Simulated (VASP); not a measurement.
# Si2W in VASP: notebook

Runs on Si2W. Level: PBE. Tasks: electric field gradients.

Program: VASP 6.6.1. These are calculated values, not measurements. Logs are shortened: lines on timing, memory, paths and dates and some standing lists are left out, and cuts for length are marked.

## (1) The cell of the first run

Symmetry: C2/m, No. 12, monoclinic system. The conventional cell has a = 4.520 Å, b = 4.565 Å, c = 4.514 Å, α = 90.00°, β = 119.22°, γ = 90.00°. Si (site symmetry m) has 9 Si at 2.60 to 3.21 Å and 5 W at 2.60 to 2.63 Å within 3.4 Å. W (site symmetry 2/m) has 10 Si at 2.60 to 2.63 Å and 4 W at 3.21 Å within 3.4 Å.

## (2) Electric field gradients, PBE (equal xy, yz and zx shear strains of -1 %)

Input file INCAR:

```
ALGO = Normal
EDIFF = 1E-8
ENCUT = 520
GGA = PE
ISIF = 2
ISMEAR = -1
LASPH = T
LCHARG = F
LEFG = T
LREAL = F
LWAVE = F
NBANDS = 18
NELM = 80
PREC = Accurate
SIGMA = 0.05
```

Input file KPOINTS:

```
k-points
0
Gamma
  11 11 14
```

Input file POSCAR:

```
Si2W
1.0
   -1.6337300000      1.5943300000      3.9400000000
    1.5943300000     -1.6337300000      3.9400000000
    1.6176700000      1.6176700000     -3.9560600000
Si W
2 1
Direct
    0.3330000000      0.3330000000      0.0000000000
    0.6670000000      0.6670000000      0.0000000000
    0.0000000000      0.0000000000      0.0000000000
```

Potentials or basis: VASP PAW PBE potentials, release 64 (Si, W_sv).

Started as:

```bash
cat potpaw_PBE.64/Si/POTCAR potpaw_PBE.64/W_sv/POTCAR > POTCAR
mpirun -np 1 vasp_std > vasp.out
```

OUTCAR:

```text
EDIFF = 1E-8
   ENCUT = 520
   GGA = PE
   ISIF = 2
   ISMEAR = -1
   LASPH = T
   LREAL = F
   NELM = 80
   PREC = Accurate

 ion  position               nearest neighbor table
   1  0.333  0.333  0.000-   2 2.60   3 2.60   3 2.62   2 2.63   2 2.63   2 2.63   3 2.63   2 2.63
                             3 2.63   3 2.63
   2  0.667  0.667  0.000-   1 2.60   3 2.60   3 2.62   1 2.63   1 2.63   1 2.63   3 2.63   1 2.63
                             3 2.63   3 2.63
   3  0.000  0.000  0.000-   2 2.60   1 2.60   2 2.62   1 2.62   2 2.63   1 2.63   2 2.63   1 2.63
                             1 2.63   2 2.63

  Warning from LATTYP: Got some problem with cell dimensions!
  Tried to take original basis but could not verify dimensions!
  LATTYP: Found a base centered monoclinic cell.
 ALAT       =     4.5198558231
 B/A-ratio  =     1.0100247465
 C/A-ratio  =     0.9987774867
 COS(beta)  =    -0.4882383855

  Lattice vectors:

 A1 = (  -3.2120000000,   0.0160600000,   0.0160600000)
 A2 = (   0.0160600000,  -3.2120000000,   0.0160600000)
 A3 = (   1.5782700000,   1.5782700000,   3.9239400000)

Analysis of symmetry for initial positions (statically):
=====================================================================
 Subroutine PRICEL returns:
 Original cell was already a primitive cell.

 Routine SETGRP: Setting up the symmetry group for a
 base centered monoclinic supercell.

 Subroutine GETGRP returns: Found  4 space group operations
 (whereof  4 operations were pure point group operations)
 out of a pool of  4 trial point group operations.

The static configuration has the point symmetry C_2h.

Analysis of symmetry for dynamics (positions and initial velocities):
=====================================================================
 Subroutine PRICEL returns:
 Original cell was already a primitive cell.

 Routine SETGRP: Setting up the symmetry group for a
 base centered monoclinic supercell.

 Subroutine GETGRP returns: Found  4 space group operations
 (whereof  4 operations were pure point group operations)
 out of a pool of  4 trial point group operations.

The dynamic configuration has the point symmetry C_2h.

 Subroutine INISYM returns: Found  4 space group operations
 (whereof  4 operations are pure point group operations),
 and found     1 'primitive' translations

----------------------------------------------------------------------------------------

                                     Primitive cell

  volume of cell :      40.6457

  direct lattice vectors                    reciprocal lattice vectors
    -1.633730000  1.594330000  3.940000000     0.002202302  0.311985887  0.128474494
     1.594330000 -1.633730000  3.940000000     0.311985887  0.002202302  0.128474494
     1.617670000  1.617670000 -3.956060000     0.312912712  0.312912712  0.003129127

  length of vectors
     4.553521918  4.553521918  4.569915008     0.337410343  0.337410343  0.442536465

  position of ions in fractional coordinates (direct lattice)
     0.333000000  0.333000000  0.000000000
     0.667000000  0.667000000  0.000000000
     0.000000000  0.000000000  0.000000000

  ion indices of the primitive-cell ions
   primitive index   ion index
                 1           1
                 2           2
                 3           3

----------------------------------------------------------------------------------------

 KPOINTS: k-points

Automatic generation of k-mesh.
 Grid dimensions read from file:
 generate k-points for:   11   11   14

 Generating k-lattice:

  Cartesian coordinates                     Fractional coordinates (reciprocal lattice)
     0.000200209  0.028362353  0.011679499     0.090909091  0.000000000 -0.000000000
     0.028362353  0.000200209  0.011679499     0.000000000  0.090909091 -0.000000000
     0.022350908  0.022350908  0.000223509     0.000000000  0.000000000  0.071428571

  Length of vectors
     0.030673668  0.030673668  0.031609747

  Shift w.r.t. Gamma in fractional coordinates (k-lattice)
     0.000000000  0.000000000  0.000000000

 Subroutine IBZKPT returns following result:
 ===========================================

 Found    468 irreducible k-points:

 Following reciprocal coordinates:
            Coordinates               Weight
  0.000000  0.000000  0.000000      1.000000
  0.090909  0.000000  0.000000      4.000000
  0.181818 -0.000000  0.000000      4.000000
  0.272727 -0.000000  0.000000      4.000000
  0.363636 -0.000000  0.000000      4.000000
  0.454545  0.000000 -0.000000      4.000000
[... 16 lines left out ...]
 -0.272727  0.181818 -0.000000      4.000000
 -0.181818  0.181818  0.000000      2.000000
 [... further k-points ...]
   k-points           NKPTS =    468   k-points in BZ     NKDIM =    468   number of bands    NBANDS=     18
   number of dos      NEDOS =    301   number of ions     NIONS =      3
   total plane-waves  NPLWV =  46656
   dimension x,y,z NGX =    36 NGY =   36 NGZ =   36
   dimension x,y,z NGXF=    72 NGYF=   72 NGZF=   72
   ions per type =               2   1
   NGX,Y,Z   is equivalent  to a cutoff of  13.14, 13.14, 13.10 a.u.
   NGXF,Y,Z  is equivalent  to a cutoff of  26.29, 26.29, 26.19 a.u.
 SYSTEM =  unknown system
   PREC   = accura    normal or accurate (medium, high low for compatibility)
   ISTART =      0    job   : 0-new  1-cont  2-samecut
   ICHARG =      2    charge: 1-file 2-atom 10-const
   ISPIN  =      1    spin polarized calculation?
   LNONCOLLINEAR =      F non collinear calculations
   LSORBIT =      F    spin-orbit coupling
   LASPH  =      T    aspherical Exc in radial PAW
   ENCUT  =  520.0 eV  38.22 Ry    6.18 a.u.   8.47  8.47  8.50*2*pi/ulx,y,z
   NELM   =     80;   NELMIN=  2; NELMDL= -5     # of ELM steps
   EDIFF  = 0.1E-07   stopping-criterion for ELM
   LREAL  =      F    real-space projection
   EDIFFG = 0.1E-06   stopping-criterion for IOM
   NSW    =      0    number of steps for IOM
   IBRION =     -1    ionic relax: 0-MD 1-quasi-New 2-CG
   NFREE  =      0    steps in history (QN), initial steepest desc. (CG)
   ISIF   =      2    stress and relaxation
   ISYM   =      2    0-nonsym 1-usesym 2-fastsym
   POTIM  = 0.5000    time-step for ionic-motion
   TEBEG  =    0.0;   TEEND  =   0.0 temperature during run
   PSTRESS=    0.0 pullay stress
   NELECT =      22.0000    total number of electrons
   NUPDOWN=      -1.0000    fix difference up-down
   EMIN   =  10.00;   EMAX   =-10.00  energy-range for DOS
   EFERMI =   0.00;   METHOD = LEGACY
   ISMEAR =    -1;   SIGMA  =   0.05  broadening in eV -4-tet -1-fermi 0-gaus
   EFERMI_NEDOS =   21; number of points for ismear=-14 and -15
   IALGO  =     38    algorithm
   IMIX   =      4    mixing-type and parameters
     AMIX     =   0.40;   BMIX     =  1.00
     AMIX_MAG =   1.60;   BMIX_MAG =  1.00
  volume/ion in A,a.u.               =      13.55        91.43
  Fermi-wavevector in a.u.,A,eV,Ry     =   1.334169  2.521214 24.218465  1.780007
  Thomas-Fermi vector in A             =   2.462971
   LORBIT       =      0    0 simple, 1 ext, 2 COOP (PROOUT), +10 PAW based schemes
   GGA     = PE    functional components
   LHFCALC =     F    Hartree Fock is set to
   AEXX    =    0.0000 exact exchange contribution
   IVDW    =     0    specifies the selected vdW correction
   LEPSILON=     F    determine dielectric tensor
   LRPA    =     F    only Hartree local field effects (RPA)
 non-spin polarized calculation
  energy-cutoff  :      520.00
  volume of cell :       40.65
 maximum number of plane-waves:      1122
 NGX is ok and might be reduce to    36
   NGX = 17   NGY = 17   NGZ = 17

 number of electron      21.9999999 magnetization

 Free energy of the ion-electron system (eV)
  ---------------------------------------------------
  ext. energy  EPLUGINS =         0.00000000
  ---------------------------------------------------
  free energy    TOTEN  =       -24.80157930 eV

  energy without entropy =      -24.79915592  energy(sigma->0) =      -24.80036761

 E-fermi :  11.9216     XC(G=0): -12.5058

 val. band max:       11.9170748275   @ k =   0.4545   0.4545   0.3571
 cond. band min:      11.9267197135   @ k =   0.2727   0.2727   0.2143
 fundamental gap:      0.0096448860
 Fermi energy:        11.9216102650

 k-point     1 :       0.0000    0.0000    0.0000
  band No.  band energies     occupation
      1     -61.9769      2.00000
      2     -26.2451      2.00000
      3     -26.2041      2.00000
      4     -26.2020      2.00000
      5      -2.1627      2.00000
      6       5.0950      2.00000
[... 481 lines left out ...]
      5      -1.1428      2.00000
      6       5.9014      2.00000
[... 10 lines left out ...]
     17      18.9904      0.00000
     18      19.0868      0.00000

 [... further k-points ...]
[... 5 lines left out ...]
  --------------------------------------------------------------------------------------
  -------------------------------------------------------------------------------------
  Total        0.6862582      0.6862582      0.0328117      0.5462598      0.5358627      0.5358627
  in kB       27.0510135     27.0510135      1.2933751     21.5325368     21.1227029     21.1227040
  external PRESSURE =      18.4651341 kB  Pullay stress =       0.0000000 kB

 VOLUME and BASIS-vectors are now :
 -----------------------------------------------------------------------------
  energy-cutoff  :      520.00
  volume of cell :       40.65
      direct lattice vectors                 reciprocal lattice vectors
    -1.633730000  1.594330000  3.940000000     0.002202302  0.311985887  0.128474494
     1.594330000 -1.633730000  3.940000000     0.311985887  0.002202302  0.128474494
     1.617670000  1.617670000 -3.956060000     0.312912712  0.312912712  0.003129127

 POSITION                                       TOTAL-FORCE (eV/Angst)
 -----------------------------------------------------------------------------------
     -0.01312     -0.01312      2.62404        -0.015831     -0.015831      0.204770
     -0.02628     -0.02628      5.25596         0.015831      0.015831     -0.204770
      0.00000      0.00000      0.00000         0.000000     -0.000000     -0.000000
 -----------------------------------------------------------------------------------
    total drift:                                0.000000      0.000000     -0.000000

  FREE ENERGIE OF THE ION-ELECTRON SYSTEM (eV)
  ---------------------------------------------------
  free  energy   TOTEN  =       -24.8015793043 eV

  energy  without entropy=      -24.7991559184  energy(sigma->0) =      -24.80036761

 Electric field gradients (V/A^2)
---------------------------------------------------------------------
 ion       V_xx      V_yy      V_zz      V_xy      V_xz      V_yz
---------------------------------------------------------------------
   1       4.530     4.530    -9.060    -2.233    -1.808    -1.808
   2       4.530     4.530    -9.060    -2.233    -1.808    -1.808
   3      62.653    62.653  -125.306   -15.565   -13.696   -13.696
---------------------------------------------------------------------

 Electric field gradients after diagonalization (V/A^2)
 (convention: |V_zz| > |V_xx| > |V_yy|)
----------------------------------------------------------------------
 ion       V_xx      V_yy      V_zz     asymmetry (V_yy - V_xx)/ V_zz
----------------------------------------------------------------------
   1       6.763     2.846    -9.609       0.408
   2       6.763     2.846    -9.609       0.408
   3      78.218    49.237  -127.455       0.227
----------------------------------------------------------------------

           NMR quadrupolar parameters

 Cq : quadrupolar parameter    Cq=e*Q*V_zz/h
 eta: asymmetry parameters     (V_yy - V_xx)/ V_zz
 Q  : nuclear electric quadrupole moment in mb (millibarn)
----------------------------------------------------------------------
 ion       Cq(MHz)       eta       Q (mb)
----------------------------------------------------------------------
   1      -0.023       0.408       1.000
   2      -0.023       0.408       1.000
   3      -0.308       0.227       1.000
----------------------------------------------------------------------
```

It took 3.3 min on 1 thread of Intel Xeon 6975P-C (Granite Rapids), shared host; peak memory 0.45 GiB.

What came out:

```
Free energy                             : -24.8016 eV
Pressure                                : 1.8 GPa
Largest force                           : 0.206 eV/Å
Band gap on the k mesh                  : zero (bands 11 and 12 overlap by 1.21 eV)
Largest electric field gradient by atom : Si -9.6; W -127.5 V/Å²
```

Forces in eV/Å, atoms in the order of the input:
```
Si  -0.016 -0.016  0.205
Si   0.016  0.016 -0.205
W    0.000  0.000  0.000
```

Electric field gradients, principal values (V/Å²):
| atom | least | middle | greatest (by size) |
| --- | --- | --- | --- |
| 1 Si | 2.846 | 6.763 | -9.609 |
| 2 Si | 2.846 | 6.763 | -9.609 |
| 3 W | 49.237 | 78.218 | -127.455 |

Caveat: the cell differs from its parent crystal (equal xy, yz and zx shear strains of -1 %); without QUAD_EFG the Cq values of the log hold for a quadrupole moment of 1 mb, not for the nuclei; spin-orbit coupling is left out, which moves the levels of the heavy elements.

(Continued in part 2 of 2.)

The gap in the log of VASP goes by the Fermi energy; the results here count the filled bands.